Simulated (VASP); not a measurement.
# ZrB (I4/mmm) in VASP: a series of runs

ZrB is run at these levels: PBEsol; tasks: single point.

All numbers are computed with VASP 6.6.1; they aren't measurements. Logs are shortened: lines on timing, memory, paths and dates and some standing lists are left out, and cuts for length are marked.

## 1. The cell of the first run

The structure is tetragonal, space group I4/mmm (No. 139). The conventional cell has a = 3.691 Å, b = 3.691 Å, c = 3.690 Å, α = 90.00°, β = 90.00°, γ = 90.00°. Zr (site symmetry 4/mmm) has 2 B at 1.85 Å within 2.4 Å. Within 2.4 Å of B (site symmetry 4/mmm) lie 2 Zr at 1.85 Å.

## 2. Single point, PBEsol

Contents of INCAR:

```
ALGO = Normal
EDIFF = 1E-6
ENCUT = 520
GGA = PS
ISIF = 2
ISMEAR = 0
LASPH = True
LCHARG = False
LREAL = False
LWAVE = False
NBANDS = 14
NELM = 60
PREC = Accurate
SIGMA = 0.15
```

Contents of KPOINTS:

```
k-points
0
Gamma
  20 20 20
```

Contents of POSCAR:

```
ZrB
1.0
    0.0000000000      2.6098556416      1.8451679386
    2.6098556416      0.0000000000      1.8451679386
    2.6098556416      2.6098556416      0.0000000000
Zr B
1 1
Direct
    0.0000000000      0.0000000000      0.0000000000
    0.5000000000      0.5000000000      0.5000000000
```

Potentials or basis: VASP PAW PBE potentials, release 64 (Zr_sv, B).

On the command line:

```sh
$ cat potpaw_PBE.64/Zr_sv/POTCAR potpaw_PBE.64/B/POTCAR > POTCAR
$ mpirun -np 1 vasp_std > vasp.out
```

OUTCAR:

```text
EDIFF = 1E-6
   ENCUT = 520
   GGA = PS
   ISIF = 2
   ISMEAR = 0
   LASPH = True
   LREAL = False
   NELM = 60
   PREC = Accurate

 ion  position               nearest neighbor table
   1  0.000  0.000  0.000-   2 1.85   2 1.85   2 2.61   2 2.61   2 2.61   2 2.61
   2  0.500  0.500  0.500-   1 1.85   1 1.85   1 2.61   1 2.61   1 2.61   1 2.61

  LATTYP: Found a body centered tetragonal cell.
 ALAT       =     3.6908932442
 C/A-ratio  =     0.9998489886

  Lattice vectors:

 A1 = (   0.0000000000,  -2.6098556416,  -1.8451679386)
 A2 = (   0.0000000000,   2.6098556416,  -1.8451679386)
 A3 = (   2.6098556416,   0.0000000000,   1.8451679386)

Analysis of symmetry for initial positions (statically):
=====================================================================
 Subroutine PRICEL returns:
 Original cell was already a primitive cell.

 Routine SETGRP: Setting up the symmetry group for a
 body centered tetragonal supercell.

 Subroutine GETGRP returns: Found 16 space group operations
 (whereof 16 operations were pure point group operations)
 out of a pool of 16 trial point group operations.

The static configuration has the point symmetry D_4h.

Analysis of symmetry for dynamics (positions and initial velocities):
=====================================================================
 Subroutine PRICEL returns:
 Original cell was already a primitive cell.

 Routine SETGRP: Setting up the symmetry group for a
 body centered tetragonal supercell.

 Subroutine GETGRP returns: Found 16 space group operations
 (whereof 16 operations were pure point group operations)
 out of a pool of 16 trial point group operations.

The dynamic configuration has the point symmetry D_4h.

 Subroutine INISYM returns: Found 16 space group operations
 (whereof 16 operations are pure point group operations),
 and found     1 'primitive' translations

----------------------------------------------------------------------------------------

                                     Primitive cell

  volume of cell :      25.1362

  direct lattice vectors                    reciprocal lattice vectors
     0.000000000  2.609855642  1.845167939    -0.191581478  0.191581478  0.270978045
     2.609855642  0.000000000  1.845167939     0.191581478 -0.191581478  0.270978045
     2.609855642  2.609855642  0.000000000     0.191581478  0.191581478 -0.270978045

  length of vectors
     3.196246422  3.196246422  3.690893244     0.383191892  0.383191892  0.383191892

  position of ions in fractional coordinates (direct lattice)
[... 89 lines left out ...]
   PSTRESS=    0.0 pullay stress
   NELECT =      15.0000    total number of electrons
   NUPDOWN=      -1.0000    fix difference up-down
   EMIN   =  10.00;   EMAX   =-10.00  energy-range for DOS
   EFERMI =   0.00;   METHOD = LEGACY
   ISMEAR =     0;   SIGMA  =   0.15  broadening in eV -4-tet -1-fermi 0-gaus
   EFERMI_NEDOS =   21; number of points for ismear=-14 and -15
   IALGO  =     38    algorithm
   IMIX   =      4    mixing-type and parameters
     AMIX     =   0.40;   BMIX     =  1.00
     AMIX_MAG =   1.60;   BMIX_MAG =  1.00
  volume/ion in A,a.u.               =      12.57        84.81
  Fermi-wavevector in a.u.,A,eV,Ry     =   1.378285  2.604581 25.846565  1.899669
  Thomas-Fermi vector in A             =   2.503360
   LORBIT       =      0    0 simple, 1 ext, 2 COOP (PROOUT), +10 PAW based schemes
   GGA     = PS    functional components
   LHFCALC =     F    Hartree Fock is set to
   AEXX    =    0.0000 exact exchange contribution
   IVDW    =     0    specifies the selected vdW correction
   LEPSILON=     F    determine dielectric tensor
   LRPA    =     F    only Hartree local field effects (RPA)
 non-spin polarized calculation
 Gauss-broadening in eV      SIGMA  =   0.15
  energy-cutoff  :      520.00
  volume of cell :       25.14
 maximum number of plane-waves:       700
   NGX = 11   NGY = 11   NGZ = 13

 number of electron      15.0000000 magnetization

 Free energy of the ion-electron system (eV)
  ---------------------------------------------------
  ext. energy  EPLUGINS =         0.00000000
  ---------------------------------------------------
  free energy    TOTEN  =       -13.77717614 eV

  energy without entropy =      -13.76855534  energy(sigma->0) =      -13.77286574

 E-fermi :   9.7506     XC(G=0): -12.1574

 val. band max:        9.7502057367   @ k =  -0.3500   0.2500   0.2000
 cond. band min:       9.7519856619   @ k =   0.1000   0.1000   0.0000
 fundamental gap:      0.0017799253
 Fermi energy:         9.7505956562

 k-point     1 :       0.0000    0.0000    0.0000
  band No.  band energies     occupation
      1     -38.0734      2.00000
      2     -16.7190      2.00000
      3     -15.6591      2.00000
      4     -15.6591      2.00000
      5       0.8904      2.00000
      6      10.0910      0.00133
      7      10.0910      0.00133
      8      10.4606      0.00000
      9      10.6364      0.00000
     10      11.8079      0.00000
     11      11.8079      0.00000
     12      13.4112      0.00000
     13      16.7650      0.00000
     14      21.3628      0.00000
[... 377 lines left out ...]
      1     -37.9755      2.00000
      2     -17.1165      2.00000
      3     -15.9209      2.00000
      4     -15.8974      2.00000
      5       3.6486      2.00000
      6       5.8927      2.00000
      7       6.6949      2.00000
      8       9.4700      1.99183
      9      13.3685      0.00000
     10      13.8091      0.00000
     11      15.4791      0.00000
     12      18.6537      0.00000
     13      19.0489      0.00000
     14      19.9407      0.00000

 [... further k-points ...]

------------------------ aborting loop because EDIFF is reached ----------------------------------------

  FORCE on cell =-STRESS in cart. coord.  units (eV):
  Direction    XX          YY          ZZ          XY          YZ          ZX
  --------------------------------------------------------------------------------------
  -------------------------------------------------------------------------------------
  Total       -0.6809271     -0.6809271     27.0251158      0.0000000      0.0000000      0.0000000
  in kB      -43.4022578    -43.4022578   1722.5795131      0.0000000      0.0000000      0.0000000
  external PRESSURE =     545.2583325 kB  Pullay stress =       0.0000000 kB

 VOLUME and BASIS-vectors are now :
 -----------------------------------------------------------------------------
  energy-cutoff  :      520.00
  volume of cell :       25.14
      direct lattice vectors                 reciprocal lattice vectors
     0.000000000  2.609855642  1.845167939    -0.191581478  0.191581478  0.270978045
     2.609855642  0.000000000  1.845167939     0.191581478 -0.191581478  0.270978045
     2.609855642  2.609855642  0.000000000     0.191581478  0.191581478 -0.270978045

 POSITION                                       TOTAL-FORCE (eV/Angst)
 -----------------------------------------------------------------------------------
      0.00000      0.00000      0.00000        -0.000000      0.000000      0.000000
      2.60986      2.60986      1.84517         0.000000     -0.000000      0.000000
 -----------------------------------------------------------------------------------
    total drift:                                0.000000     -0.000000     -0.000000

  FREE ENERGIE OF THE ION-ELECTRON SYSTEM (eV)
  ---------------------------------------------------
  free  energy   TOTEN  =       -13.7771761427 eV

  energy  without entropy=      -13.7685553353  energy(sigma->0) =      -13.77286574
```

OSZICAR:

```text
N       E                     dE             d eps       ncg     rms          rms(c)
DAV:   1     0.103741232264E+03    0.10374E+03   -0.79504E+03 17948   0.104E+03
DAV:   2    -0.119961689153E+02   -0.11574E+03   -0.10851E+03 22708   0.291E+02
DAV:   3    -0.161247217193E+02   -0.41286E+01   -0.40791E+01 26334   0.465E+01
DAV:   4    -0.162003910734E+02   -0.75669E-01   -0.75646E-01 21190   0.596E+00
DAV:   5    -0.162022106494E+02   -0.18196E-02   -0.18196E-02 25914   0.623E-01    0.329E+01
DAV:   6    -0.137899736895E+02    0.24122E+01   -0.42519E+00 21344   0.168E+01    0.114E+01
DAV:   7    -0.137690589679E+02    0.20915E-01   -0.54852E-01 23824   0.505E+00    0.453E+00
DAV:   8    -0.137789250714E+02   -0.98661E-02   -0.70780E-02 24494   0.231E+00    0.446E-01
DAV:   9    -0.137772615118E+02    0.16636E-02   -0.32049E-03 20672   0.564E-01    0.163E-01
DAV:  10    -0.137771827014E+02    0.78810E-04   -0.53588E-04 19876   0.255E-01    0.582E-02
DAV:  11    -0.137771770333E+02    0.56681E-05   -0.45082E-05 20042   0.655E-02    0.692E-03
DAV:  12    -0.137771761427E+02    0.89059E-06   -0.22935E-06 22420   0.112E-02
   1 F= -.13777176E+02 E0= -.13772866E+02  d E =-.862081E-02
```

Wall time 1.7 min (1 thread of Intel Xeon Platinum 8488C (Sapphire Rapids), shared host); peak memory 0.34 GiB.

Results:

```
Free energy            : -13.7772 eV
Pressure               : 54.5 GPa
Band gap on the k mesh : zero (an odd number of electrons rules out a gap without spin polarisation)
```

Levels at points of the mesh, in eV from the Fermi level:
| k point | band 3 | band 4 | band 5 | band 6 | band 7 | band 8 | band 9 | band 10 | band 11 | band 12 |
| --- | --- | --- | --- | --- | --- | --- | --- | --- | --- | --- |
| (0.00, 0.00, 0.00) | -25.41 | -25.41 | -8.86 | 0.34 | 0.34 | 0.71 | 0.89 | 2.06 | 2.06 | 3.66 |
| (0.50, 0.00, 0.00) | -25.69 | -25.65 | -5.20 | -3.61 | -3.05 | -2.70 | 3.46 | 5.94 | 7.06 | 8.21 |
| (0.50, 0.50, 0.00) | -26.07 | -26.07 | -7.35 | -2.53 | 0.32 | 0.32 | 3.87 | 4.83 | 4.83 | 5.45 |
| (0.50, 0.00, 0.50) | -26.35 | -25.41 | -7.39 | -2.16 | -1.30 | 1.53 | 2.14 | 4.28 | 5.51 | 6.10 |

Caveat: the stress differs along the axes, from -4 to 172 GPa; the PAW data sets were made with another functional, which shifts forces and pressure a little; an odd number of electrons without spin polarisation forces a metal; a magnetic or distorted state may lie lower.

(Part 1 of 3 ends here.)
